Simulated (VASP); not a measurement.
# NdTl2P3 (R-3m) in VASP: a series of runs, part 2 of 2

VASP 6.6.1. The steps go on from the part before.

**3. Single point, PBE**

This run uses another cell than the first one, of 24.43 Å³/atom.

The input, INCAR:

```
ALGO     = Normal         # electronic algorithm
EDIFF    = 1E-6           # SCF threshold, eV
ENCUT    = 500            # plane-wave cutoff, eV
GGA      = PE             # functional
GGA_COMPAT= False        
ISIF     = 2              # what is computed and relaxed
ISMEAR   = 0              # smearing method
LASPH    = True           # aspherical terms in the spheres
LCHARG   = False          # write CHGCAR
LMAXMIX  = 6              # l up to which the mixer works
LREAL    = False          # projectors in reciprocal space
LWAVE    = False          # write WAVECAR
NBANDS   = 35             # bands
NELM     = 200            # most SCF steps
PREC     = Accurate       # precision mode
SIGMA    = 0.2            # smearing width, eV
```

The input, KPOINTS:

```
k-points
0
Gamma
  3 3 3
```

The input, POSCAR:

```
NdTl2P3
1.0
    2.6689066823      1.5408939915      5.9405450906
   -2.6689066823      1.5408939915      5.9405450906
    0.0000000000     -3.0817879829      5.9405450906
Nd Tl P
1 2 3
Direct
    0.5000000000      0.5000000000      0.5000000000
    0.8322025061      0.8322025061      0.8322025061
    0.1677974939      0.1677974939      0.1677974939
    0.6637527482      0.6637527482      0.6637527482
    0.3362472518      0.3362472518      0.3362472518
    0.0000000000      0.0000000000      0.0000000000
```

Potentials or basis: VASP PAW PBE potentials, release 64 (Nd_3, Tl_d, P), 4f in core.

Launch:

```
> cat potpaw_PBE.64/Nd_3/POTCAR potpaw_PBE.64/Tl_d/POTCAR potpaw_PBE.64/P/POTCAR > POTCAR
> mpirun -np 1 vasp_std > vasp.out
```

OUTCAR:

```text
EDIFF = 1E-6
   ENCUT = 500
   GGA = PE
   ISIF = 2
   ISMEAR = 0
   LASPH = True
   LREAL = False
   NELM = 200
   PREC = Accurate

 ion  position               nearest neighbor table
   1  0.500  0.500  0.500-   4 2.92   5 2.92   3 3.08   2 3.08   3 3.08   3 3.08   2 3.08   2 3.08

   2  0.832  0.832  0.832-   6 2.99   4 3.00   1 3.08   1 3.08   1 3.08   3 3.08   3 3.08   3 3.08

   3  0.168  0.168  0.168-   6 2.99   5 3.00   1 3.08   1 3.08   1 3.08   2 3.08   2 3.08   2 3.08

   4  0.664  0.664  0.664-   1 2.92   2 3.00
   5  0.336  0.336  0.336-   1 2.92   3 3.00
   6  0.000  0.000  0.000-   2 2.99   3 2.99

  LATTYP: Found a trigonal (rhomboedric) cell.
 ALAT       =     6.6923458626
 COS(alpha) =     0.6819173221

  Lattice vectors:

 A1 = (   2.6689066823,   1.5408939915,   5.9405450906)
 A2 = (  -2.6689066823,   1.5408939915,   5.9405450906)
 A3 = (   0.0000000000,  -3.0817879829,   5.9405450906)
[... 161 lines left out ...]
  free energy    TOTEN  =       -22.35742804 eV

  energy without entropy =      -22.30145798  energy(sigma->0) =      -22.32944301

 E-fermi :   5.7059     XC(G=0): -10.1217

 val. band max:        5.6121573515   @ k =  -0.3333   0.3333   0.0000
 cond. band min:       5.9851992432   @ k =   0.3333   0.3333   0.0000
 fundamental gap:      0.3730418917
 Fermi energy:         5.7058967403

 k-point     1 :       0.0000    0.0000    0.0000
  band No.  band energies     occupation
      1     -32.6514      2.00000
      2     -14.0103      2.00000
      3     -14.0103      2.00000
      4     -13.7466      2.00000
      5      -6.5541      2.00000
      6      -6.3667      2.00000
[... 217 lines left out ...]
     34       8.6704      0.00000
     35       9.0495      0.00000

------------------------ aborting loop because EDIFF is reached ----------------------------------------

  FORCE on cell =-STRESS in cart. coord.  units (eV):
  Direction    XX          YY          ZZ          XY          YZ          ZX
  --------------------------------------------------------------------------------------
  -------------------------------------------------------------------------------------
  Total       -0.4586793     -0.4586793      0.1492797     -0.0000000      0.0000000     -0.0000000
  in kB       -5.0134424     -5.0134424      1.6316520     -0.0000000      0.0000000     -0.0000000
  external PRESSURE =      -2.7984109 kB  Pullay stress =       0.0000000 kB

 VOLUME and BASIS-vectors are now :
 -----------------------------------------------------------------------------
  energy-cutoff  :      500.00
  volume of cell :      146.58
      direct lattice vectors                 reciprocal lattice vectors
     2.668906682  1.540893991  5.940545091     0.187342631  0.108162318  0.056111574
    -2.668906682  1.540893991  5.940545091    -0.187342631  0.108162318  0.056111574
     0.000000000 -3.081787983  5.940545091     0.000000000 -0.216324637  0.056111574

 POSITION                                       TOTAL-FORCE (eV/Angst)
 -----------------------------------------------------------------------------------
      0.00000      0.00000      8.91082         0.000000     -0.000000      0.000000
      0.00000      0.00000     14.83121         0.000000     -0.000000     -0.008397
      0.00000      0.00000      2.99043         0.000000      0.000000      0.008397
      0.00000      0.00000     11.82916         0.000000     -0.000000     -0.036388
      0.00000      0.00000      5.99248         0.000000      0.000000      0.036388
      0.00000      0.00000      0.00000         0.000000     -0.000000      0.000000
 -----------------------------------------------------------------------------------
    total drift:                                0.000000      0.000000     -0.000000

  FREE ENERGIE OF THE ION-ELECTRON SYSTEM (eV)
  ---------------------------------------------------
  free  energy   TOTEN  =       -22.3574280374 eV

  energy  without entropy=      -22.3014579793  energy(sigma->0) =      -22.32944301
```

OSZICAR:

```text
N       E                     dE             d eps       ncg     rms          rms(c)
DAV:   1     0.295708312815E+03    0.29571E+03   -0.24461E+04   420   0.131E+03
DAV:   2    -0.755815002804E+01   -0.30327E+03   -0.29651E+03   487   0.299E+02
DAV:   3    -0.221749620022E+02   -0.14617E+02   -0.14422E+02   597   0.529E+01
DAV:   4    -0.227823964467E+02   -0.60743E+00   -0.60446E+00   597   0.801E+00
DAV:   5    -0.227935162332E+02   -0.11120E-01   -0.11115E-01   522   0.105E+00    0.874E+00
DAV:   6    -0.224162504823E+02    0.37727E+00   -0.99200E-01   498   0.536E+00    0.550E+00
DAV:   7    -0.223642015078E+02    0.52049E-01   -0.30057E-01   463   0.287E+00    0.233E+00
DAV:   8    -0.223579150721E+02    0.62864E-02   -0.50576E-02   559   0.960E-01    0.533E-01
DAV:   9    -0.223573103651E+02    0.60471E-03   -0.82420E-03   525   0.429E-01    0.171E-01
DAV:  10    -0.223573773637E+02   -0.66999E-04   -0.88034E-04   522   0.124E-01    0.774E-02
DAV:  11    -0.223574197787E+02   -0.42415E-04   -0.19095E-04   517   0.647E-02    0.264E-02
DAV:  12    -0.223574287700E+02   -0.89913E-05   -0.17763E-05   490   0.212E-02    0.886E-03
DAV:  13    -0.223574280374E+02    0.73266E-06   -0.22519E-06   377   0.637E-03
   1 F= -.22357428E+02 E0= -.22329443E+02  d E =-.559701E-01
```

stdout:

```text
POSCAR found type information on POSCAR NdTlP
 POSCAR found :  3 types and       6 ions
 scaLAPACK will be used
 LDA part: xc-table for (Slater+PW92), standard interpolation
 POSCAR, INCAR and KPOINTS ok, starting setup
 FFT: planning ... GRIDC
 FFT: planning ... GRID_SOFT
 FFT: planning ... GRID
 WAVECAR not read
 entering main loop
```

Run time: 43 s. Hardware: 1 thread of AMD EPYC 7R13 (Zen 3), shared host; peak memory 0.32 GiB.

What came out:

| Item | Value |
| --- | --- |
| Free energy | -22.3574 eV |
| Pressure | -0.3 GPa |
| Largest force | 0.036 eV/Å |
| Band gap on the k mesh | zero (bands 26 and 27 overlap by 1.09 eV) |

Forces on the atoms (eV/Å):
```
Nd   0.000  0.000  0.000
Tl   0.000  0.000 -0.008
Tl   0.000  0.000  0.008
P    0.000  0.000 -0.036
P    0.000  0.000  0.036
P    0.000  0.000  0.000
```

Caveat: the k points lie up to 0.47 Å⁻¹ apart, too coarse for converged energies and pressures of a metal; spin-orbit coupling is left out, which moves the levels of the heavy elements; the 4f electrons are frozen in the core, so they carry no moment and show no levels. Spin polarisation is off, so any magnetic state and its effect on volume and gap are missing.

**4. Single point, PBE**

This run uses another cell than the first one, of 24.35 Å³/atom.

The input, INCAR:

```
  PREC = Accurate
  ENCUT = 500
  EDIFF = 1E-6
  ISMEAR = 0
  SIGMA = 0.2
  LREAL = F
  LASPH = T
  NELM = 200
  ALGO = Normal
  ISIF = 2
  LWAVE = F
  LCHARG = F
  GGA = PE
  NBANDS = 35
  GGA_COMPAT = F
  LMAXMIX = 6
```

The input, KPOINTS:

```
regular mesh
0
Gamma
  3 3 3
```

The input, POSCAR:

```
NdTl2P3
1.0
    3.0228243371      1.7452284448      4.6155777799
   -3.0228243371      1.7452284448      4.6155777799
    0.0000000000     -3.4904568895      4.6155777799
Nd Tl P
1 2 3
Direct
    0.0000000000      0.0000000000      0.0000000000
    0.6256965540      0.6256965540      0.6256965540
    0.3743034460      0.3743034460      0.3743034460
    0.0000000000      0.5000000000      0.0000000000
    0.5000000000      0.0000000000      0.0000000000
    0.0000000000      0.0000000000      0.5000000000
```

Launch:

```
> cat potpaw_PBE.64/Nd_3/POTCAR potpaw_PBE.64/Tl_d/POTCAR potpaw_PBE.64/P/POTCAR > POTCAR
> mpirun -np 1 vasp_std > vasp.out
```

Wall time 30 s (1 thread of AMD EPYC 7R13 (Zen 3), shared host); peak memory 0.23 GiB.

Results (log left out):

```
Free energy            : -25.5800 eV
Pressure               : -0.5 GPa
Largest force          : 0.040 eV/Å
Band gap on the k mesh : zero (bands 26 and 27 overlap by 2.02 eV)
```

Forces in eV/Å, atoms in the order of the input:
```
Nd   0.000  0.000  0.000
Tl   0.000  0.000  0.040
Tl   0.000  0.000 -0.040
P    0.000  0.000  0.000
P    0.000  0.000  0.000
P    0.000  0.000  0.000
```

Stress tensor (GPa, compression positive):
```
-0.69  0.00  0.00
 0.00 -0.69  0.00
 0.00  0.00 -0.15
```

Levels at points of the mesh, in eV from the Fermi level:
```tsv
k point	band 23	band 24	band 25	band 26	band 27	band 28	band 29	band 30
(0.00, 0.00, 0.00)	-2.16	-0.90	-0.90	-0.68	-0.68	0.21	1.99	2.59
```

Caveat: the k points lie up to 0.43 Å⁻¹ apart, too coarse for converged energies and pressures of a metal; spin-orbit coupling is left out, which moves the levels of the heavy elements; the 4f electrons are frozen in the core, so they carry no moment and show no levels.

**5. Summary**

```csv
cell,gap on the mesh (eV),pressure (GPa),largest force (eV/Å)
"a = 6.128 Å, angles 53.1°, 6 atoms, atomic positions A",none,0.1,0.03
"a = 6.692 Å, angles 47.0°, 6 atoms, atomic positions B",none,-0.3,0.04
"a = 5.787 Å, angles 63.0°, 6 atoms, atomic positions C",none,-0.5,0.04
```

Alike in all rows: task single point; level PBE; potentials or basis VASP PAW PBE potentials, release 64 (Nd_3, Tl_d, P), 4f in core; no spin polarisation; k mesh 3 × 3 × 3; cutoff (eV) 500; smearing gaussian 0.2 eV.

Caveats: all runs use coarse meshes; spin-orbit coupling is left out, which moves the levels of the heavy elements; the 4f electrons are frozen in the core, so they carry no moment and show no levels.

Total energies depend on the potentials used, so only differences within one code and one set of settings carry meaning.

The gap in the log of VASP goes by the Fermi energy; the results here count the filled bands.